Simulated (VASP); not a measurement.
# TiTe2As5 (I4/mmm) in VASP: single point with PBE

Aim: the single point of TiTe2As5 with PBE.

Everything below comes from runs of VASP 6.6.1. Logs are shortened: lines on timing, memory, paths and dates and some standing lists are left out, and cuts for length are marked.

## Step 1: The cell of the first run

It takes space group I4/mmm (No. 139, tetragonal). The conventional cell has a = 4.517 Å, b = 4.517 Å, c = 18.178 Å, α = 90.00°, β = 90.00°, γ = 90.00°. Within 3.7 Å of Ti (site symmetry 4/mmm) lie 12 As at 2.81 to 3.19 Å. Within 3.9 Å of Te (site symmetry 4mm) lie 5 As at 2.94 to 3.57 Å and 4 Te at 3.75 Å. As (site symmetry 4/mmm) has 8 As at 2.81 Å and 4 Ti at 3.19 Å and 2 Te at 3.57 Å within 3.7 Å. As (site symmetry 2mm) has 2 Ti at 2.81 Å and 7 As at 2.81 to 3.36 Å and 2 Te at 2.94 Å within 3.7 Å.

## Step 2: Single point, PBE

INCAR reads:

```
SYSTEM = TiTe2As5
ALGO = Normal
EDIFF = 1E-6
ENCUT = 520
GGA = PE
ISIF = 2
ISMEAR = 0
LASPH = .True.
LCHARG = .False.
LREAL = .False.
LWAVE = .False.
NBANDS = 34
NELM = 60
PREC = Accurate
SIGMA = 0.2
```

KPOINTS reads:

```
k-points
0
Gamma
  5 5 5
  0 0 0
```

POSCAR reads:

```
TiTe2As5
1.0
   -2.2586288336      2.2586288336      9.0892266886
    2.2586288336     -2.2586288336      9.0892266886
    2.2586288336      2.2586288336     -9.0892266886
Ti Te As
1 2 5
Direct
    0.0000000000      0.0000000000      0.0000000000
    0.6961936871      0.6961936871      0.0000000000
    0.3038063129      0.3038063129      0.0000000000
    0.5000000000      0.5000000000      0.0000000000
    0.9076246324      0.4076246324      0.5000000000
    0.4076246324      0.9076246324      0.5000000000
    0.0923753676      0.5923753676      0.5000000000
    0.5923753676      0.0923753676      0.5000000000
```

Potentials or basis: VASP PAW PBE potentials, release 64 (Ti_sv, Te, As).

Launch:

```bash
cat potpaw_PBE.64/Ti_sv/POTCAR potpaw_PBE.64/Te/POTCAR potpaw_PBE.64/As/POTCAR > POTCAR
mpirun -np 1 vasp_std > vasp.out
```

OUTCAR:

```text
SYSTEM = TiTe2As5
   EDIFF = 1E-6
   ENCUT = 520
   GGA = PE
   ISIF = 2
   ISMEAR = 0
   LASPH = .True.
   LREAL = .False.
   NELM = 60
   PREC = Accurate

 ion  position               nearest neighbor table
   1  0.000  0.000  0.000-   8 2.81   7 2.81   5 2.81   6 2.81   7 2.81   8 2.81   5 2.81   6 2.81

   2  0.696  0.696  0.000-   7 2.94   8 2.94   8 2.94   7 2.94
   3  0.304  0.304  0.000-   5 2.94   6 2.94   5 2.94   6 2.94
   4  0.500  0.500  0.000-   7 2.81   8 2.81   5 2.81   6 2.81   7 2.81   8 2.81   6 2.81   5 2.81

   5  0.908  0.408  0.500-   4 2.81   1 2.81   1 2.81   4 2.81   3 2.94   3 2.94
   6  0.408  0.908  0.500-   1 2.81   4 2.81   1 2.81   4 2.81   3 2.94   3 2.94
   7  0.092  0.592  0.500-   1 2.81   4 2.81   1 2.81   4 2.81   2 2.94   2 2.94
   8  0.592  0.092  0.500-   1 2.81   4 2.81   4 2.81   1 2.81   2 2.94   2 2.94

  LATTYP: Found a body centered tetragonal cell.
 ALAT       =     4.5172576672
 C/A-ratio  =     4.0242232603

  Lattice vectors:

 A1 = (  -2.2586288336,   2.2586288336,   9.0892266886)
 A2 = (   2.2586288336,  -2.2586288336,   9.0892266886)
 A3 = (   2.2586288336,   2.2586288336,  -9.0892266886)

Analysis of symmetry for initial positions (statically):
=====================================================================
 Subroutine PRICEL returns:
 Original cell was already a primitive cell.

 Routine SETGRP: Setting up the symmetry group for a
 body centered tetragonal supercell.

 Subroutine GETGRP returns: Found 16 space group operations
 (whereof 16 operations were pure point group operations)
 out of a pool of 16 trial point group operations.

The static configuration has the point symmetry D_4h.

Analysis of symmetry for dynamics (positions and initial velocities):
=====================================================================
 Subroutine PRICEL returns:
 Original cell was already a primitive cell.

 Routine SETGRP: Setting up the symmetry group for a
 body centered tetragonal supercell.

 Subroutine GETGRP returns: Found 16 space group operations
 (whereof 16 operations were pure point group operations)
 out of a pool of 16 trial point group operations.

The dynamic configuration has the point symmetry D_4h.

 Subroutine INISYM returns: Found 16 space group operations
 (whereof 16 operations are pure point group operations),
 and found     1 'primitive' translations

[... 104 lines left out ...]
   NFREE  =      0    steps in history (QN), initial steepest desc. (CG)
   ISIF   =      2    stress and relaxation
   ISYM   =      2    0-nonsym 1-usesym 2-fastsym
   POTIM  = 0.5000    time-step for ionic-motion
   TEBEG  =    0.0;   TEEND  =   0.0 temperature during run
   PSTRESS=    0.0 pullay stress
   NELECT =      49.0000    total number of electrons
   NUPDOWN=      -1.0000    fix difference up-down
   EMIN   =  10.00;   EMAX   =-10.00  energy-range for DOS
   EFERMI =   0.00;   METHOD = LEGACY
   ISMEAR =     0;   SIGMA  =   0.20  broadening in eV -4-tet -1-fermi 0-gaus
   EFERMI_NEDOS =   21; number of points for ismear=-14 and -15
   IALGO  =     38    algorithm
   IMIX   =      4    mixing-type and parameters
     AMIX     =   0.40;   BMIX     =  1.00
     AMIX_MAG =   1.60;   BMIX_MAG =  1.00
  volume/ion in A,a.u.               =      23.18       156.45
  Fermi-wavevector in a.u.,A,eV,Ry     =   1.050464  1.985090 15.013693  1.103475
  Thomas-Fermi vector in A             =   2.185468
   LORBIT       =      0    0 simple, 1 ext, 2 COOP (PROOUT), +10 PAW based schemes
   GGA     = PE    functional components
   LHFCALC =     F    Hartree Fock is set to
   AEXX    =    0.0000 exact exchange contribution
   IVDW    =     0    specifies the selected vdW correction
   LEPSILON=     F    determine dielectric tensor
   LRPA    =     F    only Hartree local field effects (RPA)
 non-spin polarized calculation
 Gauss-broadening in eV      SIGMA  =   0.20
  energy-cutoff  :      520.00
  volume of cell :      185.47
 maximum number of plane-waves:      5037
   NGX = 35   NGY = 35   NGZ = 35

 number of electron      48.9999999 magnetization

 Free energy of the ion-electron system (eV)
  ---------------------------------------------------
  ext. energy  EPLUGINS =         0.00000000
  ---------------------------------------------------
  free energy    TOTEN  =       -37.15452764 eV

  energy without entropy =      -37.05830659  energy(sigma->0) =      -37.10641712

 E-fermi :   6.3355     XC(G=0):  -9.9922

 val. band max:        6.3321934037   @ k =  -0.4000  -0.4000   0.4000
 cond. band min:       6.3490873927   @ k =  -0.4000   0.4000   0.2000
 fundamental gap:      0.0168939890
 Fermi energy:         6.3355015781

 k-point     1 :       0.0000    0.0000    0.0000
  band No.  band energies     occupation
      1     -51.0943      2.00000
      2     -27.4252      2.00000
      3     -27.3282      2.00000
      4     -27.3282      2.00000
      5      -8.3398      2.00000
      6      -6.9200      2.00000
[... 655 lines left out ...]
     33       8.6832      0.00000
     34       8.9995      0.00000

------------------------ aborting loop because EDIFF is reached ----------------------------------------

  FORCE on cell =-STRESS in cart. coord.  units (eV):
  Direction    XX          YY          ZZ          XY          YZ          ZX
  --------------------------------------------------------------------------------------
  -------------------------------------------------------------------------------------
  Total        0.2510970      0.2510970      0.2537188      0.0000000     -0.0000000      0.0000000
  in kB        2.1690796      2.1690796      2.1917277      0.0000000     -0.0000000      0.0000000
  external PRESSURE =       2.1766290 kB  Pullay stress =       0.0000000 kB

 VOLUME and BASIS-vectors are now :
 -----------------------------------------------------------------------------
  energy-cutoff  :      520.00
  volume of cell :      185.47
      direct lattice vectors                 reciprocal lattice vectors
    -2.258628834  2.258628834  9.089226689     0.000000000  0.221373248  0.055010180
     2.258628834 -2.258628834  9.089226689     0.221373248  0.000000000  0.055010180
     2.258628834  2.258628834 -9.089226689     0.221373248  0.221373248  0.000000000

 POSITION                                       TOTAL-FORCE (eV/Angst)
 -----------------------------------------------------------------------------------
      0.00000      0.00000      0.00000         0.000000      0.000000     -0.000000
      0.00000      0.00000     12.65572        -0.000000     -0.000000     -0.056584
      0.00000      0.00000      5.52273        -0.000000     -0.000000      0.056584
      0.00000      0.00000      9.08923         0.000000      0.000000     -0.000000
      0.00000      2.25863      7.40999        -0.000000      0.000000     -0.056477
      2.25863      0.00000      7.40999         0.000000     -0.000000     -0.056477
      2.25863      0.00000      1.67924         0.000000     -0.000000      0.056477
      0.00000      2.25863      1.67924        -0.000000      0.000000      0.056477
 -----------------------------------------------------------------------------------
    total drift:                                0.000000      0.000000      0.000000

  FREE ENERGIE OF THE ION-ELECTRON SYSTEM (eV)
  ---------------------------------------------------
  free  energy   TOTEN  =       -37.1545276392 eV

  energy  without entropy=      -37.0583065910  energy(sigma->0) =      -37.10641712
```

stdout:

```text
POSCAR found type information on POSCAR TiTeAs
 POSCAR found :  3 types and       8 ions
 scaLAPACK will be used
 LDA part: xc-table for (Slater+PW92), standard interpolation
 POSCAR, INCAR and KPOINTS ok, starting setup
 FFT: planning ... GRIDC
 FFT: planning ... GRID_SOFT
 FFT: planning ... GRID
 WAVECAR not read
 entering main loop
```

Run time: 6.9 min. Hardware: 1 thread of Intel Xeon Platinum 8488C (Sapphire Rapids), shared host; peak memory 0.75 GiB.

Results:

```
Free energy   : -37.1545 eV
Pressure      : 0.2 GPa
Largest force : 0.057 eV/Å
```

Forces on the atoms (eV/Å):
```
Ti   0.000  0.000  0.000
Te   0.000  0.000 -0.057
Te   0.000  0.000  0.057
As   0.000  0.000  0.000
As   0.000  0.000 -0.056
As   0.000  0.000 -0.056
As   0.000  0.000  0.056
As   0.000  0.000  0.056
```

Caveat: the k points lie up to 0.39 Å⁻¹ apart; spin-orbit coupling is left out, which moves the levels of the heavy elements.
